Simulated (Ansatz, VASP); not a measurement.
**B in VASP and in Ansatz**

```xyz
7
Lattice="2.8432 0.0000 0.0000 -1.4216 2.4623 0.0000 0.0000 0.0000 6.6234" Properties=species:S:1:pos:R:3 pbc="T T T"
B     1.4216    0.8208    4.3952
B     0.0000    0.0000    4.9992
B     1.4216    0.8208    6.0373
B     0.0000    1.6415    0.5861
B     0.0000    0.0000    1.6242
B     0.0000    1.6415    2.2282
B     0.0000    0.0000    3.3117
```

Alike in both runs: functional PBE; k mesh 18 × 18 × 6; occupations gaussian, width 0.1 eV; no spin polarisation.

Ansatz relaxed the structure, and its values are those at the end. VASP's run is a single point on that final structure, the one shown.

|  | VASP | Ansatz |
| --- | --- | --- |
| version | VASP 6.6.1 | Ansatz 0.2.0 |
| potentials or method | VASP PAW PBE potentials, release 64 (B), cutoff 520 eV | scalar-relativistic, plane waves, PAW |
| valence electrons in the cell | 21 | 21 |

|  | VASP | Ansatz | Ansatz less VASP |
| --- | --- | --- | --- |
| gap on the k mesh at the Fermi level (eV) | none | none | - |
| pressure (GPa) | 0.1 | 0.0 | -0.09 |
| rms of the force components (eV/Å) | 0.008 | 0.002 | -0.0060 |

A gap of «none» marks a metal or a gap that the smearing closes. The functional is the same, so the differences come from potentials, cutoffs and numerics.
